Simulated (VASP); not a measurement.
**Pd: single point with r2SCAN**

The system is Pd.

```xyz
8
Lattice="4.9686 0.0000 0.0000 0.0000 4.9686 0.0000 0.0000 0.0000 4.9686" Properties=species:S:1:pos:R:3 pbc="T T T"
Pd    2.4843    2.4843    2.4843
Pd    0.0000    0.0000    0.0000
Pd    1.2421    0.0000    2.4843
Pd    2.4843    1.2421    0.0000
Pd    2.4843    3.7264    0.0000
Pd    3.7264    0.0000    2.4843
Pd    0.0000    2.4843    3.7264
Pd    0.0000    2.4843    1.2421
```

```
Program                : VASP 6.6.1
Task                   : single point
Functional             : r2SCAN
Potentials or basis    : VASP PAW PBE potentials, release 64 (Pd)
Cutoff                 : 520 eV
k mesh                 : 8 × 8 × 8
Occupations            : gaussian, width 0.1 eV
Spin                   : no spin polarisation
Dipole correction      : no
Further INCAR settings : ALGO = Normal; EDIFF = 1e-06; NBANDS = 50
```

```
Pressure               : 0.5 GPa
Band gap on the k mesh : zero (band 40 reaches 9.06 eV, above the bottom of band 41 at 8.77 eV)
```

Levels at points of the mesh, in eV from the Fermi level:
| k point | band 37 | band 38 | band 39 | band 40 | band 41 | band 42 | band 43 | band 44 |
| --- | --- | --- | --- | --- | --- | --- | --- | --- |
| (0.00, 0.00, 0.00) | -0.23 | -0.23 | 0.05 | 0.05 | 0.05 | 2.71 | 2.71 | 2.71 |
| (0.50, 0.00, 0.00) | -0.48 | -0.48 | 0.02 | 0.02 | 0.54 | 0.54 | 3.48 | 3.48 |
| (0.50, 0.50, 0.00) | -0.41 | -0.13 | -0.13 | 0.00 | 0.07 | 0.37 | 0.37 | 0.67 |
| (0.50, 0.50, 0.50) | -0.36 | -0.36 | -0.36 | -0.36 | 1.37 | 1.37 | 1.37 | 1.37 |

Wall time 5.5 min on 1 thread of Intel(R) Xeon(R) 6975P-C (Granite Rapids), on a shared host, peak memory 0.34 GiB.

Caveat: the PAW data sets were made with another functional, which shifts forces and pressure a little.
